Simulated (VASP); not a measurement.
# Li4Nb4O11 (a cell with a defect) in VASP: a series of runs, part 2 of 3

VASP 6.6.1.

### 4 Single point, PBE (atom 18 moved 1.125 of the way to it and +0.700 Å across, host rigid)

File INCAR:

```
PREC     = Accurate       # precision mode
ENCUT    = 520            # plane-wave cutoff, eV
EDIFF    = 1E-7           # SCF threshold, eV
ISMEAR   = 0              # smearing method
SIGMA    = 0.05           # smearing width, eV
LREAL    = Auto         
LASPH    = T              # aspherical terms in the spheres
NELM     = 80             # most SCF steps
ALGO     = Normal         # electronic algorithm
ISIF     = 2              # what is computed and relaxed
LWAVE    = F              # write WAVECAR
LCHARG   = F              # write CHGCAR
GGA      = PE             # functional
NBANDS   = 80             # bands
NELECT   = 128.0
```

File KPOINTS:

```
regular mesh
0
Gamma
  4 4 4
```

File POSCAR:

```
Li4Nb4O11
1.0
    5.2231019317      0.0000000000      0.0000000000
    0.0000000000      3.0155593063     -4.5984613597
    0.0000000000      6.0311186126      4.5984613597
Li Nb O
4 4 11
Direct
    0.0000000000      0.5000000000      0.2500000000
    0.5000000000      0.0000000000      0.7500000000
    0.0000000000      0.5000000000      0.7500000000
    0.5000000000      0.0000000000      0.2500000000
    0.5000000000      0.5000000000      0.5000000000
    0.0000000000      0.0000000000      0.0000000000
    0.0000000000      0.0000000000      0.5000000000
    0.5000000000      0.5000000000      0.0000000000
    0.8803293659      0.0000000000      0.2500000000
    0.3803293659      0.5000000000      0.7500000000
    0.8098353170      0.6901646830      0.9401646830
    0.8098353170      0.3098353170      0.5598353170
    0.3098353170      0.8098353170      0.0598353170
    0.1196706341      0.0000000000      0.7500000000
    0.6196706341      0.5000000000      0.2500000000
    0.6901646830      0.8098353170      0.5598353170
    0.1901646830      0.3098353170      0.0598353170
    0.4554797754      1.2244465283      0.4401646830
    0.6901646830      0.1901646830      0.9401646830
```

Potentials or basis: VASP PAW PBE potentials, release 64 (Li_sv, Nb_sv, O).

Run with:

```
$ cat potpaw_PBE.64/Li_sv/POTCAR potpaw_PBE.64/Nb_sv/POTCAR potpaw_PBE.64/O/POTCAR > POTCAR
$ mpirun -np 1 vasp_std > vasp.out
```

OUTCAR:

```text
PREC = Accurate
   ENCUT = 520
   EDIFF = 1E-7
   ISMEAR = 0
   LREAL = Auto
   LASPH = T
   NELM = 80
   ISIF = 2
   GGA = PE
   NELECT = 128.0

 ion  position               nearest neighbor table
   1  0.000  0.500  0.250-  15 1.99  17 1.99
   2  0.500  0.000  0.750-  14 1.99  16 1.99  19 1.99
   3  0.000  0.500  0.750-  10 1.99  11 1.99  12 1.99
   4  0.500  0.000  0.250-  18 1.85   9 1.99  13 1.99
   5  0.500  0.500  0.500-  18 1.57  12 2.00  16 2.00  10 2.00  15 2.00
   6  0.000  0.000  0.000-  13 2.00  19 2.00  17 2.00  11 2.00   9 2.00  14 2.00
   7  0.000  0.000  0.500-  16 2.00  12 2.00  14 2.00   9 2.00
   8  0.500  0.500  0.000-  11 2.00  17 2.00  13 2.00  19 2.00  10 2.00  15 2.00
   9  0.880  0.000  0.250-   4 1.99   6 2.00   7 2.00
  10  0.380  0.500  0.750-   3 1.99   5 2.00   8 2.00
  11  0.810  0.690  0.940-   3 1.99   8 2.00   6 2.00
  12  0.810  0.310  0.560-   3 1.99   5 2.00   7 2.00
  13  0.310  0.810  0.060-   4 1.99   6 2.00   8 2.00
  14  0.120  0.000  0.750-   2 1.99   6 2.00   7 2.00
  15  0.620  0.500  0.250-   1 1.99   5 2.00   8 2.00
  16  0.690  0.810  0.560-   2 1.99   7 2.00   5 2.00
  17  0.190  0.310  0.060-   1 1.99   8 2.00   6 2.00
  18  0.455  0.224  0.440-   5 1.57   4 1.85
  19  0.690  0.190  0.940-   2 1.99   6 2.00   8 2.00

  LATTYP: Found a simple monoclinic cell.
 ALAT       =     5.4990403532
 B/A-ratio  =     0.9498206225
 C/A-ratio  =     1.3791878824
 COS(beta)  =    -0.0709408676

  Lattice vectors:

 A1 = (   0.0000000000,   3.0155593063,  -4.5984613597)
 A2 = (  -5.2231019317,   0.0000000000,   0.0000000000)
 A3 = (   0.0000000000,   6.0311186126,   4.5984613597)

Analysis of symmetry for initial positions (statically):
=====================================================================
 Subroutine PRICEL returns:
 Original cell was already a primitive cell.

 Routine SETGRP: Setting up the symmetry group for a
 simple monoclinic supercell.

 Subroutine GETGRP returns: Found  1 space group operations
 (whereof  1 operations were pure point group operations)
 out of a pool of  4 trial point group operations.

The static configuration has the point symmetry C_1 .

Analysis of symmetry for dynamics (positions and initial velocities):
=====================================================================
 Subroutine PRICEL returns:
 Original cell was already a primitive cell.

 Routine SETGRP: Setting up the symmetry group for a
 simple monoclinic supercell.

 Subroutine GETGRP returns: Found  1 space group operations
 (whereof  1 operations were pure point group operations)
 out of a pool of  4 trial point group operations.

The dynamic configuration has the point symmetry C_1 .

 Subroutine INISYM returns: Found  1 space group operations
 (whereof  1 operations are pure point group operations),
 and found     1 'primitive' translations

----------------------------------------------------------------------------------------

                                     Primitive cell

  volume of cell :     217.2852

[... 81 lines left out ...]
  0.500000  0.000000  0.000000      1.000000
  0.000000  0.250000  0.000000      2.000000
  0.250000  0.250000  0.000000      2.000000
  0.250000 -0.250000  0.000000      2.000000
[... 16 lines left out ...]
  0.000000 -0.250000  0.250000      2.000000
  0.250000 -0.250000  0.250000      2.000000
 [... further k-points ...]
   k-points           NKPTS =     36   k-points in BZ     NKDIM =     36   number of bands    NBANDS=     80
   number of dos      NEDOS =    301   number of ions     NIONS =     19
   total plane-waves  NPLWV =  94080
   dimension x,y,z NGX =    40 NGY =   42 NGZ =   56
   dimension x,y,z NGXF=    80 NGYF=   84 NGZF=  112
   ions per type =               4   4  11
   NGX,Y,Z   is equivalent  to a cutoff of  12.73, 12.70, 12.28 a.u.
   NGXF,Y,Z  is equivalent  to a cutoff of  25.46, 25.39, 24.55 a.u.
 SYSTEM =  unknown system
   PREC   = accura    normal or accurate (medium, high low for compatibility)
   ISTART =      0    job   : 0-new  1-cont  2-samecut
   ICHARG =      2    charge: 1-file 2-atom 10-const
   ISPIN  =      1    spin polarized calculation?
   LNONCOLLINEAR =      F non collinear calculations
   LSORBIT =      F    spin-orbit coupling
   LASPH  =      T    aspherical Exc in radial PAW
   ENCUT  =  520.0 eV  38.22 Ry    6.18 a.u.   9.71 10.22 14.10*2*pi/ulx,y,z
   NELM   =     80;   NELMIN=  2; NELMDL= -5     # of ELM steps
   EDIFF  = 0.1E-06   stopping-criterion for ELM
   LREAL  =      T    real-space projection
   EDIFFG = 0.1E-05   stopping-criterion for IOM
   NSW    =      0    number of steps for IOM
   IBRION =     -1    ionic relax: 0-MD 1-quasi-New 2-CG
   NFREE  =      0    steps in history (QN), initial steepest desc. (CG)
   ISIF   =      2    stress and relaxation
   ISYM   =      2    0-nonsym 1-usesym 2-fastsym
   POTIM  = 0.5000    time-step for ionic-motion
   TEBEG  =    0.0;   TEEND  =   0.0 temperature during run
   PSTRESS=    0.0 pullay stress
   NELECT =     128.0000    total number of electrons
   NUPDOWN=      -1.0000    fix difference up-down
   EMIN   =  10.00;   EMAX   =-10.00  energy-range for DOS
   EFERMI =   0.00;   METHOD = LEGACY
   ISMEAR =     0;   SIGMA  =   0.05  broadening in eV -4-tet -1-fermi 0-gaus
   EFERMI_NEDOS =   21; number of points for ismear=-14 and -15
   IALGO  =     38    algorithm
   IMIX   =      4    mixing-type and parameters
     AMIX     =   0.40;   BMIX     =  1.00
     AMIX_MAG =   1.60;   BMIX_MAG =  1.00
  volume/ion in A,a.u.               =      11.44        77.17
  Fermi-wavevector in a.u.,A,eV,Ry     =   1.372360  2.593385 25.624837  1.883372
  Thomas-Fermi vector in A             =   2.497974
   LORBIT       =      0    0 simple, 1 ext, 2 COOP (PROOUT), +10 PAW based schemes
   GGA     = PE    functional components
   LHFCALC =     F    Hartree Fock is set to
   AEXX    =    0.0000 exact exchange contribution
   IVDW    =     0    specifies the selected vdW correction
   LEPSILON=     F    determine dielectric tensor
   LRPA    =     F    only Hartree local field effects (RPA)
 non-spin polarized calculation
 Gauss-broadening in eV      SIGMA  =   0.05
  energy-cutoff  :      520.00
  volume of cell :      217.29
 maximum number of plane-waves:      5888
 NGX is ok and might be reduce to    40
   NGX = 19   NGY = 21   NGZ = 29

 number of electron     127.9999976 magnetization

 Free energy of the ion-electron system (eV)
  ---------------------------------------------------
  ext. energy  EPLUGINS =         0.00000000
  ---------------------------------------------------
  free energy    TOTEN  =      -155.15679986 eV

  energy without entropy =     -155.15679986  energy(sigma->0) =     -155.15679986

 E-fermi :   4.2265     XC(G=0): -10.2952

 val. band max:        3.9889553373   @ k =   0.2500   0.0000   0.5000
 cond. band min:       4.5030048813   @ k =   0.0000   0.0000   0.5000
 fundamental gap:      0.5140495440
 Fermi energy:         4.2264906869

 k-point     1 :       0.0000    0.0000    0.0000
  band No.  band energies     occupation
      1     -52.2752      2.00000
      2     -51.0673      2.00000
      3     -50.6435      2.00000
      4     -50.4765      2.00000
      5     -40.1290      2.00000
      6     -39.1373      2.00000
[... 1885 lines left out ...]
     75       8.1967      0.00000
     76       8.4576      0.00000

 [... further k-points ...]

 [bands above 76 left out]

------------------------ aborting loop because EDIFF is reached ----------------------------------------

  FORCE on cell =-STRESS in cart. coord.  units (eV):
  Direction    XX          YY          ZZ          XY          YZ          ZX
  --------------------------------------------------------------------------------------
  -------------------------------------------------------------------------------------
  Total      -17.9985943     -7.9039415    -10.4484594      4.5301033    -11.2639510     -3.3715340
  in kB     -132.7146902    -58.2806153    -77.0429086     33.4032342    -83.0560293    -24.8603907
  external PRESSURE =     -89.3460714 kB  Pullay stress =       0.0000000 kB

 VOLUME and BASIS-vectors are now :
 -----------------------------------------------------------------------------
  energy-cutoff  :      520.00
  volume of cell :      217.29
      direct lattice vectors                 reciprocal lattice vectors
     5.223101932  0.000000000  0.000000000     0.191457110  0.000000000  0.000000000
     0.000000000  3.015559306 -4.598461360     0.000000000  0.110537814 -0.144976029
     0.000000000  6.031118613  4.598461360     0.000000000  0.110537814  0.072488014

 POSITION                                       TOTAL-FORCE (eV/Angst)
 -----------------------------------------------------------------------------------
      0.00000      3.01556     -1.14962        -0.706011     -1.261270     -0.484842
      2.61155      4.52334      3.44885         0.214806      0.550305      0.321823
      0.00000      6.03112      1.14962        -0.115725      0.643679      0.582212
      2.61155      1.50778      1.14962         0.584868     -1.016151     -0.546617
      2.61155      4.52334      0.00000         2.773375      8.356761     -5.376604
      0.00000      0.00000      0.00000        -0.326486     -0.317582     -0.182296
[... 11 lines left out ...]
      2.37902      3.33152      0.99197        -6.639774    -10.771230      9.622979
      3.60480      6.24370      3.44885         0.325043     -0.032555      0.101345
 -----------------------------------------------------------------------------------
    total drift:                               -0.001008      0.000597     -0.001645

  FREE ENERGIE OF THE ION-ELECTRON SYSTEM (eV)
  ---------------------------------------------------
  free  energy   TOTEN  =      -155.1567998619 eV

  energy  without entropy=     -155.1567998619  energy(sigma->0) =     -155.15679986
```

It took 8.4 min on 1 thread of Intel Xeon 6975P-C (Granite Rapids), shared host; peak memory 0.53 GiB.

Results:

```
Free energy   : -155.1568 eV
Largest force : 15.897 eV/Å
```

Forces in eV/Å, atoms in the order of the input:
```
Li   -0.706  -1.261  -0.485
Li    0.215   0.550   0.322
Li   -0.116   0.644   0.582
Li    0.585  -1.016  -0.547
Nb    2.773   8.357  -5.377
Nb   -0.326  -0.318  -0.182
Nb   -5.430   3.387  -1.089
Nb    0.396   0.089   0.221
O     1.461   1.917   1.960
O    -0.519  -0.937  -1.171
O     0.179   0.247  -0.292
O     4.685  -0.267   1.157
O    -0.311   0.445   0.128
O     0.293  -2.752  -1.610
O    -0.147   0.808  -1.358
O     3.466   0.759  -2.318
O    -0.184   0.152   0.334
O    -6.640 -10.771   9.623
O     0.325  -0.033   0.101
```

Caveat: the cell carries a net charge on a neutralising background, which shifts energy and pressure; the cell differs from its parent crystal (atom 18 moved 1.125 of the way to it and +0.700 Å across, host rigid); the cell is charged against a uniform background, so pressure and absolute levels hang on convention; the cutoff is under 1.25 times the usual one of these potentials, so pressure, stress and relaxed cells hold a basis-set (Pulay) error.

[end of part 2 of 3]
